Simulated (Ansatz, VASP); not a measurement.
## Two plane-wave programs on Cl

The input POSCAR:

```
Cl
1.0
    3.0807983119     -2.2040687446      0.0000000000
    3.0807983119      2.2040687446      0.0000000000
    0.0000000000      0.0000000000      8.0424019526
Cl
4
Direct
    0.3700000000      0.6300000000      0.4000000000
    0.1300000000      0.8700000000      0.9000000000
    0.6300000000      0.3700000000      0.6000000000
    0.8700000000      0.1300000000      0.1000000000
```

File INCAR.step1:

```
SYSTEM = Cl
PREC     = Accurate       ! precision mode
ENCUT    = 520            ! plane-wave cutoff, eV
ISMEAR   = -1             ! smearing method
SIGMA    = 0.05           ! smearing width, eV
LREAL    = .False.        ! projectors in reciprocal space
LASPH    = .True.         ! aspherical terms in the spheres
NELM     = 60             ! most SCF steps
NBANDS   = 22             ! bands
GGA      = PE             ! functional
ALGO     = Normal         ! electronic algorithm
EDIFF    = 1E-4           ! SCF threshold, eV
LWAVE    = .True.         ! write WAVECAR
LCHARG   = .False.        ! write CHGCAR
```

INCAR.step2

```
SYSTEM = Cl
PREC     = Accurate       ! precision mode
ENCUT    = 520            ! plane-wave cutoff, eV
EDIFF    = 1E-6           ! SCF threshold, eV
ISMEAR   = -1             ! smearing method
SIGMA    = 0.05           ! smearing width, eV
LREAL    = .False.        ! projectors in reciprocal space
LASPH    = .True.         ! aspherical terms in the spheres
NELM     = 60             ! most SCF steps
ALGO     = Normal         ! electronic algorithm
ISIF     = 2              ! what is computed and relaxed
LWAVE    = .False.        ! write WAVECAR
LCHARG   = .False.        ! write CHGCAR
METAGGA  = R2SCAN         ! meta-GGA
LMIXTAU  = .True.       
NBANDS   = 22             ! bands
ISTART   = 1
```

KPOINTS

```
regular mesh
0
Gamma
  7 7 4
  0 0 0
```

input.yaml

```yaml
crystal:
  lattice:
    - [3.0807983119, -2.2040687446, 0.0]
    - [3.0807983119, 2.2040687446, 0.0]
    - [0.0, 0.0, 8.0424019526]
  atoms:
    - { symbol: Cl, position: [0.37, 0.63, 0.4] }
    - { symbol: Cl, position: [0.13, 0.87, 0.9] }
    - { symbol: Cl, position: [0.63, 0.37, 0.6] }
    - { symbol: Cl, position: [0.87, 0.13, 0.1] }
hamiltonian:
  xc: r2scan
  pseudopotentials: { kind: paw }
kpoints:
  mp_grid: { grid: [7, 7, 4] }
scf:
  occupations: { method: fermi_dirac, width: 0.05 }
output:
  forces: true
  stress: true
  eigenvalues: true
```

Alike in both runs: task single point; functional r2SCAN; k mesh 7 × 7 × 4; occupations fermi-dirac, width 0.05 eV; no spin polarisation.

```csv
,VASP,Ansatz
version,VASP 6.6.1,Ansatz 0.2.0
potentials or method,"VASP PAW PBE potentials, release 64 (Cl)",Ansatz PAW
plane-wave cutoff (eV),520,500
valence electrons in the cell,28,28
```

Ansatz gave:

```
gap on the k mesh at the Fermi level (eV)                     : 3.11
least direct gap on the mesh (eV)                             : 3.17
pressure (GPa)                                                : 1.3
traceless stress, the component that is largest in VASP (GPa) : 0.88
rms of the force components (eV/Å)                            : 0.342
```

Question: Estimate VASP's values.

Answer: gap on the k mesh at the Fermi level (eV): 3.14; least direct gap on the mesh (eV): 3.20; pressure (GPa): 0.8; traceless stress, the component that is largest in VASP (GPa): 0.47; rms of the force components (eV/Å): 0.217.

VASP's potentials were made for PBE, not for r2SCAN. Atom by atom the forces differ by 0.126 eV/Å (rms over components).

Noted on Ansatz's run: odd divisions of the mesh miss points on the zone boundary, where band edges often lie, so the gap on the mesh can be too wide.
